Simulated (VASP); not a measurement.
The system is Mo.

```
Mo
1.0
    -1.57342    1.57342    1.57342
     1.57342   -1.57342    1.57342
     1.57342    1.57342   -1.57342
Mo
1
Direct
  0.00000 0.00000 0.00000
```

* Program: VASP 6.6.1
* Task: relaxation of cell and atoms
* Functional: PBE
* Potentials or basis: VASP PAW PBE potentials, release 64 (Mo_sv)
* Cutoff: 600 eV
* k mesh: 15 × 15 × 15
* Occupations: fermi-dirac, width 0.05 eV
* Spin: no spin polarisation

At the start: pressure 4.2 GPa; volume 15.58 Å³/atom.

Question: How do energy, volume and symmetry change on relaxing?

Answer: Over 4 steps the energy falls by 3.2 meV/atom and the volume is 15.83 Å³/atom (+1.6 %); space group Im-3m (No. 229, to 0.05 Å).

The path:
```csv
step,energy change (eV),largest force (eV/Å),pressure (GPa),volume (Å³)
1,0.0000,0.0000,4.24,15.58
2,0.0204,0.0000,-10.36,16.53
3,-0.0032,0.0000,-0.06,15.83
4,-0.0032,0.0000,0.02,15.83
```

Final structure:
```
Mo
1.0
    -1.58160    1.58160    1.58160
     1.58160   -1.58160    1.58160
     1.58160    1.58160   -1.58160
Mo
1
Cartesian
  0.0000 0.0000 0.0000
```
